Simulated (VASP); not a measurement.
A run of VASP 6.6.1 is set up as follows.

The input POSCAR:

```
GaN
1.0
   -0.0112447627      2.2489525415      2.2489525415
    2.2489525415     -0.0112447627      2.2489525415
    2.2377077788      2.2377077788      0.0000000000
Ga N
1 1
Direct
   -0.0007240346     -0.0007240346      0.0007240346
    0.2507240346      0.2507240346      0.2492759654
```

The input INCAR.step1:

```
SYSTEM = GaN
  ALGO = Normal
  EDIFF = 1E-5
  ENCUT = 520
  GGA = PE
  ISIF = 2
  ISMEAR = 0
  LASPH = .TRUE.
  LCHARG = .FALSE.
  LREAL = .FALSE.
  LWAVE = .TRUE.
  NBANDS = 16
  NELM = 60
  PREC = Accurate
  SIGMA = 0.01
```

File INCAR.step2:

```
SYSTEM = GaN
  ALGO = Normal
  EDIFF = 1E-7
  ENCUT = 520
  GGA = PE
  HFSCREEN = 0.2079
  ISIF = 2
  ISMEAR = 0
  ISTART = 1
  LASPH = .TRUE.
  LCHARG = .FALSE.
  LHFCALC = .TRUE.
  LREAL = .FALSE.
  LWAVE = .FALSE.
  NBANDS = 16
  NELM = 60
  PREC = Accurate
  PRECFOCK = Normal
  SIGMA = 0.01
```

File KPOINTS:

```
k-points
0
G
  6 6 6
  0 0 0
```

Potentials or basis: VASP PAW PBE potentials, release 64 (Ga_d, N).

Run with:

```sh
$ cat potpaw_PBE.64/Ga_d/POTCAR potpaw_PBE.64/N/POTCAR > POTCAR
$ cp INCAR.step1 INCAR
$ mpirun -np 1 vasp_std > vasp.out
$ cp INCAR.step2 INCAR
$ mpirun -np 1 vasp_std > vasp.out
```

What does it give for the band gap on the k mesh?

2.99 eV.

Predict the pressure.

-0.1 GPa.

Stress tensor (GPa, compression positive):
```
-0.13  1.64  0.00
 1.64 -0.13  0.00
 0.00  0.00 -0.14
```

Caveat: the cell differs from its parent crystal (shear xy strain -1.0%); the structure was generated, so it needn't be the stable form of GaN; the PAW data sets were made with another functional, which shifts forces and pressure a little.
